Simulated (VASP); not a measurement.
Input of a VASP 6.6.1 run:

Contents of INCAR:

```
SYSTEM = W
ALGO = Normal ; EDIFF = 1E-7
ENCUT = 520 ; GGA = PE
ISIF = 2 ; ISMEAR = -1
LASPH = .True. ; LCHARG = .False.
LREAL = .False. ; LWAVE = .False.
NBANDS = 13 ; NELM = 60
PREC = Accurate ; SIGMA = 0.08
```

Contents of KPOINTS:

```
k-points
0
Gamma
  17 17 17
  0 0 0
```

Contents of POSCAR:

```
W
1.0
    0.0000000000      1.9310953214      1.9310953214
    1.9310953214      0.0000000000      1.9310953214
    1.9310953214      1.9310953214      0.0000000000
W
1
Direct
    0.0000000000      0.0000000000      0.0000000000
```

Potentials or basis: VASP PAW PBE potentials, release 64 (W_sv).

Run with:

```bash
$ cat potpaw_PBE.64/W_sv/POTCAR > POTCAR
$ mpirun -np 1 vasp_std > vasp.out
```

(1) What does it give for the pressure?

(2) What does it give for the band gap on the k mesh?

Results:

(1) 50.1 GPa.

(2) zero (band 7 reaches 16.11 eV, above the bottom of band 8 at 11.63 eV).

Caveat: the cell differs from its parent crystal (volume scaled by 0.875, to set the pressure); spin-orbit coupling is left out, which moves the levels of the heavy elements.
